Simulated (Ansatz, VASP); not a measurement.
# One calculation of TiSi2, two programs

```
Ti Si
1.0
    -1.48569    1.70491    4.20475
     1.48569   -1.70491    4.20475
     1.48569    1.70491   -4.20475
Ti Si
1 2
Cartesian
  0.0000 0.0000 0.0000
  0.0000 0.0000 2.7721
  0.0000 0.0000 5.6374
```

Alike in both runs: functional PBE; k mesh 18 × 18 × 18; occupations gaussian, width 0.1 eV; no spin polarisation.

Ansatz relaxed the structure, and its values are those at the end. VASP's run is a single point on that final structure, the one shown.

```csv
,VASP,Ansatz
version,VASP 6.6.1,Ansatz 0.2.0
potentials or method,"VASP PAW PBE potentials, release 64 (Ti_sv, Si), cutoff 520 eV","scalar-relativistic, plane waves, PAW"
valence electrons in the cell,20,20
```

|  | VASP | Ansatz | Ansatz less VASP |
| --- | --- | --- | --- |
| gap on the k mesh at the Fermi level (eV) | none | none | - |
| pressure (GPa) | 0.0 | 0.0 | +0.04 |

A gap of «none» marks a metal or a gap that the smearing closes. The functional is the same, so the differences come from potentials, cutoffs and numerics.
